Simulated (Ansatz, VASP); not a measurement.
# Ti: VASP beside Ansatz

```xyz
1
Lattice="-1.6410 1.6410 1.5918 1.6410 -1.6410 1.5918 1.6410 1.6410 -1.5918" Properties=species:S:1:pos:R:3 pbc="T T T"
Ti    0.0000    0.0000    0.0000
```

Change from the starting cell: zz strain of -3 %.

Alike in both runs: task single point; functional PBE; k mesh 14 × 14 × 14; occupations fermi-dirac, width 0.05 eV; no spin polarisation.

```csv
,VASP,Ansatz
version,VASP 6.6.1,Ansatz 0.2.0
potentials or method,"VASP PAW PBE potentials, release 64 (Ti_sv), cutoff 520 eV","all-electron LAPW, scalar-relativistic"
```

Ansatz gave:

| Property | Result |
| --- | --- |
| pressure (GPa) | 0.7 |
| traceless stress, the component that is largest in VASP (GPa) | -0.65 |

Q: Which values does VASP return?

A: Pressure (GPa): 0.5; traceless stress, the component that is largest in VASP (GPa): -0.65.

Ansatz ran all-electron here, and VASP with PAW potentials.
